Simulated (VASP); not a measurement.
Here is a VASP 6.6.1 calculation.

The input INCAR:

```
SYSTEM = WS2
PREC = Accurate ; ENCUT = 520
EDIFF = 1E-6 ; ISMEAR = 0
SIGMA = 0.05 ; LREAL = .False.
LASPH = .True. ; NELM = 150
ALGO = Normal ; ISIF = 2
LWAVE = .False. ; LCHARG = .False.
ISPIN = 2 ; MAGMOM = 1.33 1.33 0.12 0.12 0.12 0.12
LORBIT = 11 ; NUPDOWN = 4.4
LMAXMIX = 4 ; LDAU = .True.
LDAUTYPE = 2 ; LDAUL = 2 -1
LDAUU = 3 0 ; LDAUJ = 0 0
LDAUPRINT = 1 ; GGA = CA
NBANDS = 39
```

KPOINTS

```
regular mesh
0
Gamma
  7 7 2
  0 0 0
```

Contents of POSCAR:

```
WS2
1.0
    3.1799994900      0.0000000000      0.0000000000
   -1.5899997400      2.7539603400      0.0000000000
    0.0000000000      0.0000000000     12.4999993200
W S
2 4
Direct
    0.3333333333      0.6666666667      0.2500000000
    0.6666666667      0.3333333333      0.7500000000
    0.3333333333      0.6666666667      0.6200000000
    0.6666666667      0.3333333333      0.1200000000
    0.3333333333      0.6666666667      0.8800000000
    0.6666666667      0.3333333333      0.3800000000
```

Potentials or basis: VASP PAW LDA potentials, release 64 (W_sv, S).

Launch:

```console
$ cat potpaw_LDA.64/W_sv/POTCAR potpaw_LDA.64/S/POTCAR > POTCAR
$ mpirun -np 1 vasp_std > vasp.out
```

(1) Estimate the pressure.

(2) Estimate the largest force.

Results:

(1) 3.8 GPa.

(2) 0.225 eV/Å.

Caveat: the moment is held away from its start; the cell stands under pressure; the total moment is fixed, so each spin has its own Fermi level.
